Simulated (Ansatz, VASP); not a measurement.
**SrTe: VASP beside Ansatz**

```
CELL_PARAMETERS angstrom
0.00000 3.30991 3.30991
3.30991 0.00000 3.30991
3.30991 3.30991 0.00000
ATOMIC_POSITIONS crystal
Sr 0.50000 0.50000 0.50000
Te 0.00000 0.00000 0.00000
```

Alike in both runs: task single point; functional PBE; dispersion D3(BJ); k mesh 6 × 6 × 6; occupations gaussian, width 0.05 eV; no spin polarisation.

|  | VASP | Ansatz |
| --- | --- | --- |
| version | VASP 6.6.1 | Ansatz 0.2.0 |
| potentials or method | VASP PAW PBE potentials, release 64 (Sr_sv, Te), cutoff 500 eV | scalar-relativistic, plane waves, PAW |
| valence electrons in the cell | 16 | 26 |

```csv
,VASP,Ansatz,Ansatz less VASP
gap on the k mesh at the Fermi level (eV),1.64,1.67,+0.026
least direct gap on the mesh (eV),2.40,2.42,+0.019
pressure (GPa),0.1,0.0,-0.10
```

VASP's potentials hold 16 valence electrons a cell and Ansatz's 26, so a difference there can come from the potentials and not from the codes.

Neither program's run includes spin-orbit coupling.
